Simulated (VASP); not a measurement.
A run of VASP 6.6.1 is set up as follows.

File INCAR:

```
SYSTEM = CsBr
  PREC = Accurate
  ENCUT = 500
  EDIFF = 1E-6
  ISMEAR = -1
  SIGMA = 0.02
  LREAL = .FALSE.
  LASPH = .TRUE.
  NELM = 120
  ALGO = Normal
  ISIF = 2
  LWAVE = .FALSE.
  LCHARG = .FALSE.
  NBANDS = 15
  GGA_COMPAT = .FALSE.
```

File KPOINTS:

```
regular mesh
0
G
  6 6 6
  0 0 0
```

File POSCAR:

```
CsBr
1.0
    4.1406268271      0.0000000000      0.0000000000
    0.0000000000      4.1406268271      0.0000000000
    0.0000000000      0.0000000000      4.1406268271
Cs Br
1 1
Direct
    0.0000000000      0.0000000000      0.0000000000
    0.5000000000      0.5000000000      0.5000000000
```

Potentials or basis: VASP PAW LDA potentials, release 64 (Cs_sv, Br).

Launch:

```console
$ cat potpaw_LDA.64/Cs_sv/POTCAR potpaw_LDA.64/Br/POTCAR > POTCAR
$ mpirun -np 1 vasp_std > vasp.out
```

Estimate the pressure.

0.1 GPa.

What does it give for the band gap on the k mesh?

4.50 eV.

Caveat: spin-orbit coupling is left out, which moves the levels of the heavy elements. A k mesh can miss the band edges.
